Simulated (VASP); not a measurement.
# Cs7BiPb7Br24 (a cell with a defect) in VASP: single point with r2SCAN

Aim: the single point of Cs7BiPb7Br24 (a cell with a defect) with r2SCAN.

Everything below comes from runs of VASP 6.6.1. Logs are shortened: lines on timing, memory, paths and dates and some standing lists are left out, and cuts for length are marked.

### 1 The cell of the first run

The cell holds a defect, 39 atoms: a = 11.763 Å, b = 11.763 Å, c = 11.763 Å, α = 90.00°, β = 90.00°, γ = 90.00°.

### 2 Single point, r2SCAN

POSCAR reads:

```
Cs7BiPb7Br24
1.0
   11.7633300000      0.0000000000      0.0000000000
    0.0000000000     11.7633300000      0.0000000000
    0.0000000000      0.0000000000     11.7633300000
Cs Bi Pb Br
7 1 7 24
Direct
    0.9924380000      0.9810680000      0.5241230000
    0.9837620000      0.5243190000      0.9858500000
    0.9790420000      0.4956270000      0.4951160000
    0.5327470000      0.9883620000      0.9893690000
    0.4962630000      0.9829150000      0.4998630000
    0.4966330000      0.4982300000      0.9812630000
    0.5061220000      0.5080460000      0.5098180000
    0.2497740000      0.2509770000      0.2514530000
    0.2493000000      0.2491000000      0.7515850000
    0.2492520000      0.7510630000      0.2504710000
    0.2517360000      0.7496430000      0.7516470000
    0.7497940000      0.2505020000      0.2502670000
    0.7508420000      0.2523070000      0.7507550000
    0.7501240000      0.7517270000      0.2528890000
    0.7526500000      0.7528420000      0.7527180000
    0.2561070000      0.2616890000      0.0088780000
    0.2555960000      0.2521350000      0.4945930000
    0.2584630000      0.7250500000      0.0018730000
    0.2647540000      0.7501300000      0.5000210000
    0.7316990000      0.2645920000      0.0017530000
    0.7440380000      0.2639690000      0.5000090000
    0.7377460000      0.7364070000      0.0025060000
    0.7443210000      0.7475700000      0.5028540000
    0.0072770000      0.2564800000      0.2631100000
    0.0011380000      0.2686180000      0.7297580000
    0.0008310000      0.7359690000      0.2714290000
    0.0019710000      0.7301340000      0.7320630000
    0.4931530000      0.2565370000      0.2518100000
    0.4993980000      0.2551810000      0.7509850000
    0.4991600000      0.7463590000      0.2565200000
    0.5022490000      0.7528610000      0.7534290000
    0.2605120000      0.0082890000      0.2590980000
    0.2589260000      0.0012710000      0.7289990000
    0.2495170000      0.4940380000      0.2573370000
    0.2669370000      0.4994430000      0.7449080000
    0.7265460000      0.0019880000      0.2643200000
    0.7385280000      0.0020660000      0.7334860000
    0.7517370000      0.5002690000      0.2589640000
    0.7444360000      0.5024030000      0.7506670000
```

INCAR.step1 reads:

```
SYSTEM = Cs7BiPb7Br24
PREC = Accurate
ENCUT = 520
ISMEAR = -1
SIGMA = 0.05
LREAL = Auto
LASPH = .TRUE.
NELM = 100
ISYM = 0
NBANDS = 197
GGA = PE
ALGO = Normal
EDIFF = 1E-4
LWAVE = .TRUE.
LCHARG = .FALSE.
NCORE = 4
```

INCAR.step2 reads:

```
SYSTEM = Cs7BiPb7Br24
PREC = Accurate
ENCUT = 520
EDIFF = 1E-6
ISMEAR = -1
SIGMA = 0.05
LREAL = Auto
LASPH = .TRUE.
NELM = 100
ALGO = Normal
ISIF = 2
LWAVE = .FALSE.
LCHARG = .TRUE.
METAGGA = R2SCAN
LMIXTAU = .TRUE.
LELF = .TRUE.
LVHAR = .TRUE.
ISYM = 0
NBANDS = 197
ISTART = 1
NCORE = 4
```

KPOINTS reads:

```
Automatic mesh
0
Gamma
  1 1 1
  0.25 0.25 0.25
```

Potentials or basis: VASP PAW PBE potentials, release 64 (Cs_sv, Bi_d, Pb_d, Br).

On the command line:

```bash
$ cat potpaw_PBE.64/Cs_sv/POTCAR potpaw_PBE.64/Bi_d/POTCAR potpaw_PBE.64/Pb_d/POTCAR potpaw_PBE.64/Br/POTCAR > POTCAR
$ cp INCAR.step1 INCAR
$ mpirun -np 4 vasp_std > vasp.out
$ cp INCAR.step2 INCAR
$ mpirun -np 4 vasp_std > vasp.out
```

OUTCAR:

```text
SYSTEM = Cs7BiPb7Br24
   PREC = Accurate
   ENCUT = 520
   EDIFF = 1E-6
   ISMEAR = -1
   LREAL = Auto
   LASPH = .TRUE.
   NELM = 100
   ISIF = 2
   METAGGA = R2SCAN
   ISYM = 0
   ISTART = 1

 ion  position               nearest neighbor table
   1  0.992  0.981  0.524-
   2  0.984  0.524  0.986-
   3  0.979  0.496  0.495-
   4  0.533  0.988  0.989-
   5  0.496  0.983  0.500-
   6  0.497  0.498  0.981-
   7  0.506  0.508  0.510-
   8  0.250  0.251  0.251-  24 2.86  16 2.86  32 2.86  34 2.86  17 2.86  28 2.86
   9  0.249  0.249  0.752-  33 2.93  25 2.94  29 2.94  35 2.95  17 3.02  16 3.03
  10  0.249  0.751  0.250-  26 2.94  30 2.94  19 2.94  18 2.94  34 3.02  32 3.03
  11  0.252  0.750  0.752-  31 2.95  35 2.95  27 2.96  18 2.96  19 2.96  33 2.97
  12  0.750  0.251  0.250-  20 2.94  38 2.94  36 2.94  21 2.94  28 3.02  24 3.03
  13  0.751  0.252  0.751-  39 2.94  21 2.95  37 2.95  29 2.96  25 2.96  20 2.96
  14  0.750  0.752  0.253-  23 2.94  30 2.95  22 2.95  38 2.96  36 2.96  26 2.96
  15  0.753  0.753  0.753-  23 2.94  37 2.95  31 2.95  39 2.95  22 2.95  27 2.95
  16  0.256  0.262  0.009-   8 2.86   9 3.03
  17  0.256  0.252  0.495-   8 2.86   9 3.02
  18  0.258  0.725  0.002-  10 2.94  11 2.96
  19  0.265  0.750  0.500-  10 2.94  11 2.96
  20  0.732  0.265  0.002-  12 2.94  13 2.96
  21  0.744  0.264  0.500-  12 2.94  13 2.95
[... 16 lines left out ...]
  38  0.752  0.500  0.259-  12 2.94  14 2.96
  39  0.744  0.502  0.751-  13 2.94  15 2.95

IMPORTANT INFORMATION: All symmetrisations will be switched off!
NOSYMM: (Re-)initialisation of all symmetry stuff for point group C_1.

----------------------------------------------------------------------------------------

                                     Primitive cell

  volume of cell :    1627.7618

  direct lattice vectors                    reciprocal lattice vectors
    11.763330000  0.000000000  0.000000000     0.085009942  0.000000000  0.000000000
     0.000000000 11.763330000  0.000000000     0.000000000  0.085009942  0.000000000
     0.000000000  0.000000000 11.763330000     0.000000000  0.000000000  0.085009942

  length of vectors
    11.763330000 11.763330000 11.763330000     0.085009942  0.085009942  0.085009942

  position of ions in fractional coordinates (direct lattice)
     0.992438000  0.981068000  0.524123000
     0.983762000  0.524319000  0.985850000
     0.979042000  0.495627000  0.495116000
     0.532747000  0.988362000  0.989369000
     0.496263000  0.982915000  0.499863000
     0.496633000  0.498230000  0.981263000
[... 31 lines left out ...]
     0.751737000  0.500269000  0.258964000
     0.744436000  0.502403000  0.750667000

  ion indices of the primitive-cell ions
   primitive index   ion index
                 1           1
                 2           2
                 3           3
                 4           4
                 5           5
                 6           6
[... 31 lines left out ...]
                38          38
                39          39

----------------------------------------------------------------------------------------

 KPOINTS: Automatic mesh

Automatic generation of k-mesh.
 Grid dimensions read from file:
 generate k-points for:    1    1    1

 Generating k-lattice:

  Cartesian coordinates                     Fractional coordinates (reciprocal lattice)
     0.085009942  0.000000000  0.000000000     1.000000000  0.000000000  0.000000000
     0.000000000  0.085009942  0.000000000     0.000000000  1.000000000  0.000000000
     0.000000000  0.000000000  0.085009942     0.000000000  0.000000000  1.000000000

  Length of vectors
     0.085009942  0.085009942  0.085009942

  Shift w.r.t. Gamma in fractional coordinates (k-lattice)
     0.250000000  0.250000000  0.250000000

 Subroutine IBZKPT returns following result:
 ===========================================

 Found      4 irreducible k-points:

 Following reciprocal coordinates:
            Coordinates               Weight
  0.250000  0.250000  0.250000      2.000000
 -0.250000  0.250000  0.250000      2.000000
 -0.250000 -0.250000  0.250000      2.000000
  0.250000 -0.250000  0.250000      2.000000
   k-points           NKPTS =      4   k-points in BZ     NKDIM =      4   number of bands    NBANDS=    197
   number of dos      NEDOS =    301   number of ions     NIONS =     39
   total plane-waves  NPLWV = 729000
   dimension x,y,z NGX =    90 NGY =   90 NGZ =   90
   dimension x,y,z NGXF=   180 NGYF=  180 NGZF=  180
   ions per type =               7   1   7  24
   NGX,Y,Z   is equivalent  to a cutoff of  12.72, 12.72, 12.72 a.u.
   NGXF,Y,Z  is equivalent  to a cutoff of  25.44, 25.44, 25.44 a.u.
 SYSTEM =  Cs7BiPb7Br24
   PREC   = accura    normal or accurate (medium, high low for compatibility)
   ISTART =      1    job   : 0-new  1-cont  2-samecut
   ICHARG =      0    charge: 1-file 2-atom 10-const
   ISPIN  =      1    spin polarized calculation?
   LNONCOLLINEAR =      F non collinear calculations
   LSORBIT =      F    spin-orbit coupling
   LASPH  =      T    aspherical Exc in radial PAW
   ENCUT  =  520.0 eV  38.22 Ry    6.18 a.u.  21.87 21.87 21.87*2*pi/ulx,y,z
   NELM   =    100;   NELMIN=  2; NELMDL=  0     # of ELM steps
   EDIFF  = 0.1E-05   stopping-criterion for ELM
   LREAL  =      T    real-space projection
   EDIFFG = 0.1E-04   stopping-criterion for IOM
   NSW    =      0    number of steps for IOM
   IBRION =     -1    ionic relax: 0-MD 1-quasi-New 2-CG
   NFREE  =      0    steps in history (QN), initial steepest desc. (CG)
   ISIF   =      2    stress and relaxation
   ISYM   =      0    0-nonsym 1-usesym 2-fastsym
   POTIM  = 0.5000    time-step for ionic-motion
   TEBEG  =    0.0;   TEEND  =   0.0 temperature during run
   PSTRESS=    0.0 pullay stress
   NELECT =     344.0000    total number of electrons
   NUPDOWN=      -1.0000    fix difference up-down
   EMIN   =  10.00;   EMAX   =-10.00  energy-range for DOS
   EFERMI =   0.00;   METHOD = LEGACY
   ISMEAR =    -1;   SIGMA  =   0.05  broadening in eV -4-tet -1-fermi 0-gaus
   EFERMI_NEDOS =   21; number of points for ismear=-14 and -15
   IALGO  =     38    algorithm
   IMIX   =      4    mixing-type and parameters
     AMIX     =   0.40;   BMIX     =  1.00
     AMIX_MAG =   1.60;   BMIX_MAG =  1.00
  volume/ion in A,a.u.               =      41.74       281.66
  Fermi-wavevector in a.u.,A,eV,Ry     =   0.975133  1.842735 12.937578  0.950885
  Thomas-Fermi vector in A             =   2.105649
   LORBIT       =      0    0 simple, 1 ext, 2 COOP (PROOUT), +10 PAW based schemes
   METAGGA = R2SCAN    functional components
   LHFCALC =     F    Hartree Fock is set to
   AEXX    =    0.0000 exact exchange contribution
   IVDW    =     0    specifies the selected vdW correction
   LEPSILON=     F    determine dielectric tensor
   LRPA    =     F    only Hartree local field effects (RPA)
 non-spin polarized calculation
  energy-cutoff  :      520.00
  volume of cell :     1627.76
 maximum number of plane-waves:     43828
 NGX is ok and might be reduce to    90
   NGX = 43   NGY = 43   NGZ = 43

 number of electron     343.9999989 magnetization

 Free energy of the ion-electron system (eV)
  ---------------------------------------------------
  ext. energy  EPLUGINS =         0.00000000
  ---------------------------------------------------
  free energy    TOTEN  =     -1000.97269687 eV

  energy without entropy =    -1000.97269687  energy(sigma->0) =    -1000.97269687

 E-fermi :   1.0084     XC(G=0):  -7.8090

 val. band max:       -0.1865525610   @ k =   0.2500   0.2500   0.2500
 cond. band min:       2.6275407011   @ k =  -0.2500  -0.2500   0.2500
 fundamental gap:      2.8140932621
 Fermi energy:         1.0084384848

 k-point     1 :       0.2500    0.2500    0.2500
  band No.  band energies     occupation
      1     -23.8637      2.00000
      2     -23.8628      2.00000
      3     -23.8262      2.00000
      4     -23.8237      2.00000
      5     -23.8233      2.00000
      6     -21.3003      2.00000
[... 176 lines left out ...]
    183       4.0395      0.00000
    184       4.0490      0.00000

 k-point     2 :      -0.2500    0.2500    0.2500
  band No.  band energies     occupation
      1     -23.8637      2.00000
      2     -23.8628      2.00000
      3     -23.8262      2.00000
      4     -23.8237      2.00000
      5     -23.8233      2.00000
      6     -21.3003      2.00000
[... 176 lines left out ...]
    183       4.0613      0.00000
    184       4.0857      0.00000

 k-point     3 :      -0.2500   -0.2500    0.2500
  band No.  band energies     occupation
      1     -23.8637      2.00000
      2     -23.8628      2.00000
      3     -23.8262      2.00000
      4     -23.8237      2.00000
      5     -23.8233      2.00000
      6     -21.3003      2.00000
[... 176 lines left out ...]
    183       4.0630      0.00000
    184       4.0923      0.00000

 k-point     4 :       0.2500   -0.2500    0.2500
  band No.  band energies     occupation
      1     -23.8637      2.00000
      2     -23.8628      2.00000
      3     -23.8262      2.00000
      4     -23.8237      2.00000
      5     -23.8233      2.00000
      6     -21.3003      2.00000
[... 176 lines left out ...]
    183       4.0605      0.00000
    184       4.0906      0.00000
 [bands above 184 left out]

------------------------ aborting loop because EDIFF is reached ----------------------------------------

  FORCE on cell =-STRESS in cart. coord.  units (eV):
  Direction    XX          YY          ZZ          XY          YZ          ZX
  --------------------------------------------------------------------------------------
  -------------------------------------------------------------------------------------
  Total        3.4034373      3.4374463      3.5199614     -0.0254398     -0.0712856      0.0496761
  in kB        3.3499436      3.3834180      3.4646362     -0.0250399     -0.0701652      0.0488953
  external PRESSURE =       3.3993326 kB  Pullay stress =       0.0000000 kB

 VOLUME and BASIS-vectors are now :
 -----------------------------------------------------------------------------
  energy-cutoff  :      520.00
  volume of cell :     1627.76
      direct lattice vectors                 reciprocal lattice vectors
    11.763330000  0.000000000  0.000000000     0.085009942  0.000000000  0.000000000
     0.000000000 11.763330000  0.000000000     0.000000000  0.085009942  0.000000000
     0.000000000  0.000000000 11.763330000     0.000000000  0.000000000  0.085009942

 POSITION                                       TOTAL-FORCE (eV/Angst)
 -----------------------------------------------------------------------------------
     11.67438     11.54063      6.16543         0.025275      0.043702     -0.055473
     11.57232      6.16774     11.59688         0.042406     -0.058136      0.043210
     11.51679      5.83022      5.82421         0.051768      0.030698      0.031010
      6.26688     11.62643     11.63827        -0.061304      0.045273      0.030340
      5.83771     11.56235      5.88005         0.027388      0.045393      0.017249
      5.84206      5.86084     11.54292         0.026904      0.018374      0.050311
[... 31 lines left out ...]
      8.84293      5.88483      3.04628        -0.021901      0.008850     -0.031389
      8.75705      5.90993      8.83034        -0.023626      0.014247     -0.013518
 -----------------------------------------------------------------------------------
    total drift:                                0.024183     -0.027392      0.030559

  FREE ENERGIE OF THE ION-ELECTRON SYSTEM (eV)
  ---------------------------------------------------
  free  energy   TOTEN  =     -1000.9726968728 eV

  energy  without entropy=    -1000.9726968727  energy(sigma->0) =    -1000.97269687
```

It took 59 min on 4 MPI ranks of AMD EPYC 7R43 (Zen 3), shared host; peak memory 0.61 GiB.

What came out:

```
Free energy            : -1000.9727 eV
Pressure               : 0.3 GPa
Largest force          : 0.084 eV/Å
Band gap on the k mesh : 2.81 eV
```

Forces on the atoms (eV/Å):
```
Cs   0.025  0.044 -0.055
Cs   0.042 -0.058  0.043
Cs   0.052  0.031  0.031
Cs  -0.061  0.045  0.030
Cs   0.027  0.045  0.017
Cs   0.027  0.018  0.050
Cs  -0.013 -0.015 -0.025
Bi  -0.006 -0.012 -0.008
Pb  -0.028 -0.015  0.015
Pb  -0.027  0.017 -0.034
Pb  -0.021  0.027  0.020
Pb   0.021 -0.023 -0.013
Pb   0.016 -0.034  0.009
Pb   0.016  0.011 -0.034
Pb  -0.009 -0.004 -0.003
Br  -0.019 -0.002  0.022
Br   0.021  0.008 -0.015
Br  -0.019  0.009  0.007
Br  -0.014 -0.022  0.013
Br   0.016 -0.015  0.007
Br  -0.030 -0.033  0.003
Br   0.014  0.003  0.008
Br  -0.026 -0.013  0.012
Br   0.018 -0.018 -0.014
Br   0.005  0.003  0.007
Br   0.006  0.020  0.007
Br   0.012 -0.017 -0.009
Br  -0.016  0.029  0.005
Br   0.007 -0.030 -0.020
Br  -0.002 -0.014 -0.027
Br   0.008 -0.007 -0.009
Br  -0.005  0.023 -0.018
Br  -0.012 -0.012  0.018
Br   0.006 -0.014  0.018
Br  -0.012 -0.022 -0.014
Br   0.014  0.013  0.002
Br   0.013  0.010 -0.002
Br  -0.022  0.009 -0.031
Br  -0.024  0.014 -0.014
```

Levels at points of the mesh, in eV from the valence-band top:
```
           k point  band 168  band 169  band 170  band 171  band 172  band 173  band 174  band 175  band 176  band 177
(0.25, 0.25, 0.25)     -0.77     -0.51     -0.36     -0.36      0.00      2.87      2.87      2.93      3.69      3.71
```

Caveat: the PAW data sets were made with another functional, which shifts forces and pressure a little; spin-orbit coupling is left out, which moves the levels of the heavy elements.
